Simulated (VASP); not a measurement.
Input of a VASP 6.6.1 run:

File INCAR:

```
  ALGO = Normal
  DIPOL = 0.5 0.5 0.500
  EDIFF = 1E-6
  ENCUT = 520
  GGA = CA
  IDIPOL = 3
  ISIF = 2
  ISMEAR = 0
  LASPH = T
  LCHARG = T
  LDIPOL = T
  LELF = T
  LREAL = F
  LVACPOTAV = T
  LVHAR = T
  LWAVE = F
  NBANDS = 45
  NELM = 80
  PREC = Accurate
  SIGMA = 0.1
```

The input KPOINTS:

```
k-points
0
Gamma
  10 7 1
```

The input POSCAR:

```
Ti
1.0
    2.7704590384      0.0000000000      0.0000000000
    0.0000000000      4.4509686773      0.0000000000
    0.0000000000      0.0000000000     20.4244199099
Ti
6
Direct
    0.5000000000      0.0000000000      0.3427269920
    0.0000000000      0.5000000000      0.4056361952
    0.5000000000      0.0000000000      0.4685453984
    0.5000000000      0.5000000000      0.5321469965
    0.0000000000      0.0000000000      0.5945724858
    0.5000000000      0.5000000000      0.6539136045
```

Potentials or basis: VASP PAW LDA potentials, release 64 (Ti_sv).

Run with:

```bash
$ cat potpaw_LDA.64/Ti_sv/POTCAR > POTCAR
$ mpirun -np 1 vasp_std > vasp.out
```

Problem. Estimate the band gap on the k mesh.

Solution. Zero (bands 36 and 37 overlap by 0.14 eV).

Problem. What does it give for the largest force?

Solution. 0.400 eV/Å.

Forces in eV/Å, atoms in the order of the input:
```
Ti   0.000  0.000  0.400
Ti   0.000  0.000 -0.097
Ti   0.000  0.000 -0.276
Ti   0.000  0.000 -0.016
Ti   0.000  0.000 -0.005
Ti   0.000  0.000 -0.006
```
